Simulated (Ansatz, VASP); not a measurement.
# Ga2GeTeSe: VASP beside Ansatz

```xyz
5
Lattice="2.6645 -5.3788 0.0000 2.6645 5.3788 0.0000 0.0000 0.0000 5.7025" Properties=species:S:1:pos:R:3 pbc="T T T"
Ga    2.6645    2.6443    0.0000
Ga    2.6645   -2.6443    0.0000
Ge    0.0000    0.0000    0.0000
Te    2.6645    0.0000    2.8512
Se    2.6645    0.0000    0.0000
```

Alike in both runs: functional PBE; k mesh 4 × 4 × 4; occupations gaussian, width 0.1 eV; no spin polarisation.

Ansatz relaxed the structure, and its values are those at the end. VASP's run is a single point on that final structure, the one shown.

|  | VASP | Ansatz |
| --- | --- | --- |
| version | VASP 6.6.1 | Ansatz 0.2.0 |
| potentials or method | VASP PAW PBE potentials, release 64 (Ga_d, Ge_d, Te, Se), cutoff 520 eV | scalar-relativistic, plane waves, PAW |
| valence electrons in the cell | 52 | 72 |

|  | VASP | Ansatz | Ansatz less VASP |
| --- | --- | --- | --- |
| gap on the k mesh at the Fermi level (eV) | none | none | - |
| pressure (GPa) | 0.1 | 0.1 | -0.04 |
| rms of the force components (eV/Å) | 0.005 | 0.004 | -0.0008 |

A gap of «none» marks a metal or a gap that the smearing closes. VASP's potentials hold 52 valence electrons a cell and Ansatz's 72, so a difference there can come from the potentials and not from the codes.

Neither program's run includes spin-orbit coupling.
